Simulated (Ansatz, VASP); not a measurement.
# One calculation of LiSiS3, two programs

INCAR

```
SYSTEM = LiSiS3
PREC = Accurate
ENCUT = 750
EDIFF = 1E-6
ISMEAR = 0
SIGMA = 0.1
LREAL = .False.
LASPH = .True.
NELM = 120
ALGO = Normal
ISIF = 2
LWAVE = .False.
LCHARG = .False.
GGA = PE
NBANDS = 36
GGA_COMPAT = .False.
```

File KPOINTS:

```
Automatic mesh
0
Gamma
  3 3 4
  0 0 0
```

The input POSCAR:

```
LiSiS3
1.0
    6.0279000400      0.0000000000      0.0000000000
   -3.0139500200      5.2203145600      0.0000000000
    0.0000000000      0.0000000000      5.0634360300
Li Si S
2 2 6
Direct
    0.3333333300      0.6666666700      0.7500000000
    0.6666666700      0.3333333300      0.2500000000
    0.0000000000      0.0000000000      0.0000000000
    0.0000000000      0.0000000000      0.5000000000
    0.8333333300      0.6666666700      0.7500000000
    0.3333333300      0.1666666700      0.7500000000
    0.8333333300      0.1666666700      0.7500000000
    0.1666666700      0.3333333300      0.2500000000
    0.6666666700      0.8333333300      0.2500000000
    0.1666666700      0.8333333300      0.2500000000
```

Input for Ansatz:

```yaml
crystal:
  lattice:
    - [6.02790004, 0.0, 0.0]
    - [-3.01395002, 5.22031456, 0.0]
    - [0.0, 0.0, 5.06343603]
  atoms:
    - { symbol: Li, position: [0.33333333, 0.66666667, 0.75] }
    - { symbol: Li, position: [0.66666667, 0.33333333, 0.25] }
    - { symbol: Si, position: [0.0, 0.0, 0.0] }
    - { symbol: Si, position: [0.0, 0.0, 0.5] }
    - { symbol: S, position: [0.83333333, 0.66666667, 0.75] }
    - { symbol: S, position: [0.33333333, 0.16666667, 0.75] }
    - { symbol: S, position: [0.83333333, 0.16666667, 0.75] }
    - { symbol: S, position: [0.16666667, 0.33333333, 0.25] }
    - { symbol: S, position: [0.66666667, 0.83333333, 0.25] }
    - { symbol: S, position: [0.16666667, 0.83333333, 0.25] }
basis:
  ecutwfc: 420
kpoints:
  mp_grid: { grid: [3, 3, 4] }
hamiltonian:
  xc: pbe
scf:
  occupations: { method: gaussian, width: 0.1 }
  lower_state_search: "off"
output:
  forces: true
  stress: true
  eigenvalues: true
```

Alike in both runs: task single point; functional PBE; k mesh 3 × 3 × 4; occupations gaussian, width 0.1 eV; no spin polarisation.

|  | VASP | Ansatz |
| --- | --- | --- |
| version | VASP 6.6.1 | Ansatz 0.2.0 |
| potentials or method | VASP PAW PBE potentials, release 64 (Li_sv, Si, S), cutoff 750 eV | scalar-relativistic, plane waves, PAW |
| valence electrons in the cell | 50 | 50 |

|  | VASP | Ansatz | Ansatz less VASP |
| --- | --- | --- | --- |
| gap on the k mesh at the Fermi level (eV) | none | none | - |
| pressure (GPa) | 20.3 | 20.6 | +0.31 |
| traceless stress, the component that is largest in VASP (GPa) | 8.37 | 8.50 | +0.124 |
| rms of the force components (eV/Å) | 0.750 | 0.769 | +0.0184 |

Atom by atom the forces differ by 0.018 eV/Å (rms over components). A gap of «none» marks a metal or a gap that the smearing closes.

The k mesh is coarse, so the values compare programs but aren't converged.
